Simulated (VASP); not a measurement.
# AlGa3N2 (P4/mmm) in VASP: a series of runs

The runs below take AlGa3N2 through single point, with PBE.

Program: VASP 6.6.1. These are calculated values, not measurements. Logs are shortened: lines on timing, memory, paths and dates and some standing lists are left out, and cuts for length are marked.

## (1) The cell of the first run

Symmetry: P4/mmm, No. 123, tetragonal system. The conventional cell has a = 5.647 Å, b = 5.647 Å, c = 3.563 Å, α = 90.00°, β = 90.00°, γ = 90.00°. Al (site symmetry 4/mmm) has 2 N at 1.78 Å within 2.4 Å. Within 2.4 Å of Ga (site symmetry 4/mmm) lie 2 N at 1.78 Å. Within 3.7 Å of Ga (site symmetry mmm) lie 2 Al at 2.82 Å and 6 N at 2.82 to 3.34 Å and 6 Ga at 3.34 to 3.56 Å. N (site symmetry 4/mmm) has 2 Al at 1.78 Å within 2.4 Å. N (site symmetry 4/mmm) has 2 Ga at 1.78 Å within 2.4 Å.

The cell was built from a structure type or drawn by symmetry, and may not be a known phase.

## (2) Single point, PBE

Contents of INCAR:

```
SYSTEM = AlGa3N2
PREC = Accurate ; ENCUT = 520
EDIFF = 1E-6 ; ISMEAR = 0
SIGMA = 0.1 ; LREAL = .FALSE.
LASPH = .TRUE. ; NELM = 60
ALGO = Normal ; ISIF = 2
LWAVE = .FALSE. ; LCHARG = .FALSE.
GGA = PE ; NBANDS = 35
```

Contents of KPOINTS:

```
Automatic mesh
0
G
  8 8 10
  0 0 0
```

Contents of POSCAR:

```
AlGa3N2
1.0
    5.6466462083      0.0000000000      0.0000000000
    0.0000000000      5.6466462083      0.0000000000
    0.0000000000      0.0000000000      3.5628991091
Al Ga N
1 3 2
Direct
    0.5000000000      0.5000000000      0.0000000000
    0.0000000000      0.0000000000      0.5000000000
    0.0000000000      0.5000000000      0.0000000000
    0.5000000000      0.0000000000      0.0000000000
    0.5000000000      0.5000000000      0.5000000000
    0.0000000000      0.0000000000      0.0000000000
```

Potentials or basis: VASP PAW PBE potentials, release 64 (Al, Ga_d, N).

The run is started by

```console
$ cat potpaw_PBE.64/Al/POTCAR potpaw_PBE.64/Ga_d/POTCAR potpaw_PBE.64/N/POTCAR > POTCAR
$ mpirun -np 1 vasp_std > vasp.out
```

OUTCAR:

```text
SYSTEM = AlGa3N2
   PREC = Accurate
   ENCUT = 520
   EDIFF = 1E-6
   ISMEAR = 0
   LREAL = .FALSE.
   LASPH = .TRUE.
   NELM = 60
   ISIF = 2
   GGA = PE

 ion  position               nearest neighbor table
   1  0.500  0.500  0.000-   5 1.78   5 1.78   3 2.82   4 2.82   4 2.82   3 2.82
   2  0.000  0.000  0.500-   6 1.78   6 1.78
   3  0.000  0.500  0.000-   1 2.82   1 2.82
   4  0.500  0.000  0.000-   1 2.82   1 2.82
   5  0.500  0.500  0.500-   1 1.78   1 1.78
   6  0.000  0.000  0.000-   2 1.78   2 1.78

  LATTYP: Found a simple tetragonal cell.
 ALAT       =     5.6466462083
 C/A-ratio  =     0.6309761543

  Lattice vectors:

 A1 = (   5.6466462083,   0.0000000000,   0.0000000000)
 A2 = (   0.0000000000,   5.6466462083,   0.0000000000)
 A3 = (   0.0000000000,   0.0000000000,   3.5628991091)

Analysis of symmetry for initial positions (statically):
=====================================================================
 Subroutine PRICEL returns:
 Original cell was already a primitive cell.

 Routine SETGRP: Setting up the symmetry group for a
 simple tetragonal supercell.

 Subroutine GETGRP returns: Found 16 space group operations
 (whereof 16 operations were pure point group operations)
 out of a pool of 16 trial point group operations.

The static configuration has the point symmetry D_4h.

Analysis of symmetry for dynamics (positions and initial velocities):
=====================================================================
 Subroutine PRICEL returns:
 Original cell was already a primitive cell.

 Routine SETGRP: Setting up the symmetry group for a
 simple tetragonal supercell.

 Subroutine GETGRP returns: Found 16 space group operations
 (whereof 16 operations were pure point group operations)
 out of a pool of 16 trial point group operations.

The dynamic configuration has the point symmetry D_4h.

 Subroutine INISYM returns: Found 16 space group operations
 (whereof 16 operations are pure point group operations),
 and found     1 'primitive' translations

----------------------------------------------------------------------------------------

                                     Primitive cell

  volume of cell :     113.6017

  direct lattice vectors                    reciprocal lattice vectors
     5.646646208  0.000000000  0.000000000     0.177096273  0.000000000  0.000000000
     0.000000000  5.646646208  0.000000000     0.000000000  0.177096273  0.000000000
     0.000000000  0.000000000  3.562899109     0.000000000  0.000000000  0.280670311

  length of vectors
     5.646646208  5.646646208  3.562899109     0.177096273  0.177096273  0.280670311

  position of ions in fractional coordinates (direct lattice)
     0.500000000  0.500000000  0.000000000
     0.000000000  0.000000000  0.500000000
     0.000000000  0.500000000  0.000000000
     0.500000000  0.000000000  0.000000000
     0.500000000  0.500000000  0.500000000
     0.000000000  0.000000000  0.000000000

  ion indices of the primitive-cell ions
   primitive index   ion index
                 1           1
                 2           2
                 3           3
                 4           4
                 5           5
                 6           6

----------------------------------------------------------------------------------------

 KPOINTS: Automatic mesh

Automatic generation of k-mesh.
 Grid dimensions read from file:
 generate k-points for:    8    8   10

 Generating k-lattice:

  Cartesian coordinates                     Fractional coordinates (reciprocal lattice)
     0.022137034  0.000000000  0.000000000     0.125000000  0.000000000  0.000000000
     0.000000000  0.022137034  0.000000000     0.000000000  0.125000000  0.000000000
     0.000000000  0.000000000  0.028067031     0.000000000  0.000000000  0.100000000

  Length of vectors
     0.022137034  0.022137034  0.028067031

  Shift w.r.t. Gamma in fractional coordinates (k-lattice)
     0.000000000  0.000000000  0.000000000

 Subroutine IBZKPT returns following result:
 ===========================================

 Found     90 irreducible k-points:

 Following reciprocal coordinates:
            Coordinates               Weight
  0.000000  0.000000  0.000000      1.000000
  0.125000  0.000000  0.000000      4.000000
  0.250000  0.000000  0.000000      4.000000
  0.375000  0.000000  0.000000      4.000000
  0.500000  0.000000  0.000000      2.000000
  0.125000  0.125000  0.000000      4.000000
[... 16 lines left out ...]
  0.375000  0.125000  0.100000     16.000000
  0.500000  0.125000  0.100000      8.000000
 [... further k-points ...]
   k-points           NKPTS =     90   k-points in BZ     NKDIM =     90   number of bands    NBANDS=     35
   number of dos      NEDOS =    301   number of ions     NIONS =      6
   total plane-waves  NPLWV =  49392
   dimension x,y,z NGX =    42 NGY =   42 NGZ =   28
   dimension x,y,z NGXF=    84 NGYF=   84 NGZF=   56
   ions per type =               1   3   2
   NGX,Y,Z   is equivalent  to a cutoff of  12.37, 12.37, 13.06 a.u.
   NGXF,Y,Z  is equivalent  to a cutoff of  24.73, 24.73, 26.13 a.u.
 SYSTEM =  AlGa3N2
   PREC   = accura    normal or accurate (medium, high low for compatibility)
   ISTART =      0    job   : 0-new  1-cont  2-samecut
   ICHARG =      2    charge: 1-file 2-atom 10-const
   ISPIN  =      1    spin polarized calculation?
   LNONCOLLINEAR =      F non collinear calculations
   LSORBIT =      F    spin-orbit coupling
   LASPH  =      T    aspherical Exc in radial PAW
   ENCUT  =  520.0 eV  38.22 Ry    6.18 a.u.  10.50 10.50  6.62*2*pi/ulx,y,z
   NELM   =     60;   NELMIN=  2; NELMDL= -5     # of ELM steps
   EDIFF  = 0.1E-05   stopping-criterion for ELM
   LREAL  =      F    real-space projection
   EDIFFG = 0.1E-04   stopping-criterion for IOM
   NSW    =      0    number of steps for IOM
   IBRION =     -1    ionic relax: 0-MD 1-quasi-New 2-CG
   NFREE  =      0    steps in history (QN), initial steepest desc. (CG)
   ISIF   =      2    stress and relaxation
   ISYM   =      2    0-nonsym 1-usesym 2-fastsym
   POTIM  = 0.5000    time-step for ionic-motion
   TEBEG  =    0.0;   TEEND  =   0.0 temperature during run
   PSTRESS=    0.0 pullay stress
   NELECT =      52.0000    total number of electrons
   NUPDOWN=      -1.0000    fix difference up-down
   EMIN   =  10.00;   EMAX   =-10.00  energy-range for DOS
   EFERMI =   0.00;   METHOD = LEGACY
   ISMEAR =     0;   SIGMA  =   0.10  broadening in eV -4-tet -1-fermi 0-gaus
   EFERMI_NEDOS =   21; number of points for ismear=-14 and -15
   IALGO  =     38    algorithm
   IMIX   =      4    mixing-type and parameters
     AMIX     =   0.40;   BMIX     =  1.00
     AMIX_MAG =   1.60;   BMIX_MAG =  1.00
  volume/ion in A,a.u.               =      18.93       127.77
  Fermi-wavevector in a.u.,A,eV,Ry     =   1.261676  2.384221 21.658100  1.591825
  Thomas-Fermi vector in A             =   2.395123
   LORBIT       =      0    0 simple, 1 ext, 2 COOP (PROOUT), +10 PAW based schemes
   GGA     = PE    functional components
   LHFCALC =     F    Hartree Fock is set to
   AEXX    =    0.0000 exact exchange contribution
   IVDW    =     0    specifies the selected vdW correction
   LEPSILON=     F    determine dielectric tensor
   LRPA    =     F    only Hartree local field effects (RPA)
 non-spin polarized calculation
 Gauss-broadening in eV      SIGMA  =   0.10
  energy-cutoff  :      520.00
  volume of cell :      113.60
 maximum number of plane-waves:      3093
 NGX is ok and might be reduce to    42
   NGX = 21   NGY = 21   NGZ = 13

 number of electron      52.0000065 magnetization

 Free energy of the ion-electron system (eV)
  ---------------------------------------------------
  ext. energy  EPLUGINS =         0.00000000
  ---------------------------------------------------
  free energy    TOTEN  =       -25.74209984 eV

  energy without entropy =      -25.72729468  energy(sigma->0) =      -25.73469726

 E-fermi :   3.6994     XC(G=0):  -9.5937

 val. band max:        3.6930828075   @ k =   0.5000   0.5000   0.5000
 cond. band min:       3.7299494232   @ k =   0.1250   0.1250   0.5000
 fundamental gap:      0.0368666157
 Fermi energy:         3.6993976149

 k-point     1 :       0.0000    0.0000    0.0000
  band No.  band energies     occupation
      1     -13.7471      2.00000
      2     -11.8898      2.00000
      3     -11.8773      2.00000
      4     -11.7446      2.00000
      5     -11.7446      2.00000
      6     -11.3166      2.00000
[... 27 lines left out ...]
     34       9.4317      0.00000
     35      11.0355      0.00000

 k-point     2 :       0.1250    0.0000    0.0000
  band No.  band energies     occupation
      1     -13.7457      2.00000
      2     -11.8895      2.00000
      3     -11.8773      2.00000
      4     -11.7446      2.00000
      5     -11.7439      2.00000
      6     -11.3128      2.00000
[... 27 lines left out ...]
     34       9.3228      0.00000
     35      10.4215      0.00000

 k-point     3 :       0.2500    0.0000    0.0000
  band No.  band energies     occupation
      1     -13.7421      2.00000
      2     -11.8887      2.00000
      3     -11.8771      2.00000
      4     -11.7445      2.00000
      5     -11.7423      2.00000
      6     -11.3028      2.00000
[... 27 lines left out ...]
     34       9.3979      0.00000
     35       9.5116      0.00000

 k-point     4 :       0.3750    0.0000    0.0000
  band No.  band energies     occupation
      1     -13.7385      2.00000
      2     -11.8878      2.00000
      3     -11.8769      2.00000
      4     -11.7445      2.00000
      5     -11.7406      2.00000
      6     -11.2916      2.00000
[... 27 lines left out ...]
     34       9.6693      0.00000
     35      10.5429      0.00000

 k-point     5 :       0.5000    0.0000    0.0000
  band No.  band energies     occupation
      1     -13.7370      2.00000
      2     -11.8875      2.00000
      3     -11.8768      2.00000
      4     -11.7445      2.00000
      5     -11.7400      2.00000
      6     -11.2865      2.00000
[... 638 lines left out ...]
 k-point    22 :       0.2500    0.1250    0.1000
  band No.  band energies     occupation
      1     -13.6556      2.00000
      2     -11.8880      2.00000
      3     -11.8767      2.00000
      4     -11.7518      2.00000
      5     -11.7507      2.00000
      6     -11.2950      2.00000
[... 27 lines left out ...]
     34       9.7827      0.00000
     35       9.8442      0.00000

 k-point    23 :       0.3750    0.1250    0.1000
  band No.  band energies     occupation
      1     -13.6520      2.00000
      2     -11.8873      2.00000
      3     -11.8766      2.00000
      4     -11.7518      2.00000
      5     -11.7497      2.00000
      6     -11.2849      2.00000
[... 27 lines left out ...]
     34       9.9421      0.00000
     35      10.1653      0.00000

 k-point    24 :       0.5000    0.1250    0.1000
  band No.  band energies     occupation
      1     -13.6506      2.00000
      2     -11.8870      2.00000
      3     -11.8766      2.00000
      4     -11.7518      2.00000
      5     -11.7492      2.00000
      6     -11.2804      2.00000
[... 27 lines left out ...]
     34      10.1752      0.00000
     35      10.4664      0.00000

 [... further k-points ...]

------------------------ aborting loop because EDIFF is reached ----------------------------------------

  FORCE on cell =-STRESS in cart. coord.  units (eV):
  Direction    XX          YY          ZZ          XY          YZ          ZX
  --------------------------------------------------------------------------------------
  -------------------------------------------------------------------------------------
  Total       -0.0028678     -0.0028678     -0.1392509      0.0000000     -0.0000000      0.0000000
  in kB       -0.0404463     -0.0404463     -1.9639201      0.0000000     -0.0000000      0.0000000
  external PRESSURE =      -0.6816042 kB  Pullay stress =       0.0000000 kB

 VOLUME and BASIS-vectors are now :
 -----------------------------------------------------------------------------
  energy-cutoff  :      520.00
  volume of cell :      113.60
      direct lattice vectors                 reciprocal lattice vectors
     5.646646208  0.000000000  0.000000000     0.177096273  0.000000000  0.000000000
     0.000000000  5.646646208  0.000000000     0.000000000  0.177096273  0.000000000
     0.000000000  0.000000000  3.562899109     0.000000000  0.000000000  0.280670311

 POSITION                                       TOTAL-FORCE (eV/Angst)
 -----------------------------------------------------------------------------------
      2.82332      2.82332      0.00000         0.000000      0.000000      0.000000
      0.00000      0.00000      1.78145         0.000000      0.000000      0.000000
      0.00000      2.82332      0.00000         0.000000      0.000000      0.000000
      2.82332      0.00000      0.00000         0.000000      0.000000      0.000000
      2.82332      2.82332      1.78145         0.000000      0.000000      0.000000
      0.00000      0.00000      0.00000         0.000000      0.000000      0.000000
 -----------------------------------------------------------------------------------
    total drift:                                0.000000      0.000000     -0.000000

  FREE ENERGIE OF THE ION-ELECTRON SYSTEM (eV)
  ---------------------------------------------------
  free  energy   TOTEN  =       -25.7420998398 eV

  energy  without entropy=      -25.7272946840  energy(sigma->0) =      -25.73469726
```

It took 7.4 min on 1 thread of Intel Xeon 8259CL, shared host; peak memory 0.42 GiB.

Results:

```
Free energy            : -25.7421 eV
Pressure               : -0.1 GPa
Band gap on the k mesh : zero (bands 26 and 27 overlap by 1.98 eV)
```

Stress tensor (GPa, compression positive):
```
 0.00  0.00  0.00
 0.00  0.00  0.00
 0.00  0.00 -0.20
```

Levels at points of the mesh, in eV from the Fermi level:
```tsv
k point	band 24	band 25	band 26	band 27	band 28	band 29
(0.00, 0.00, 0.00)	-3.07	-3.07	-0.24	2.20	2.20	2.67
(0.50, 0.00, 0.00)	-2.06	-1.40	-0.72	-0.67	2.01	2.68
(0.50, 0.50, 0.00)	-2.42	-1.62	-0.87	-0.87	2.19	2.60
(0.00, 0.00, 0.50)	-2.13	-2.13	-0.40	-0.16	-0.16	0.12
(0.50, 0.00, 0.50)	-2.05	-1.48	-0.92	-0.58	0.98	1.28
(0.50, 0.50, 0.50)	-1.13	-1.13	-0.01	-0.01	0.41	1.57
```

(Part 1 of 2 ends here.)
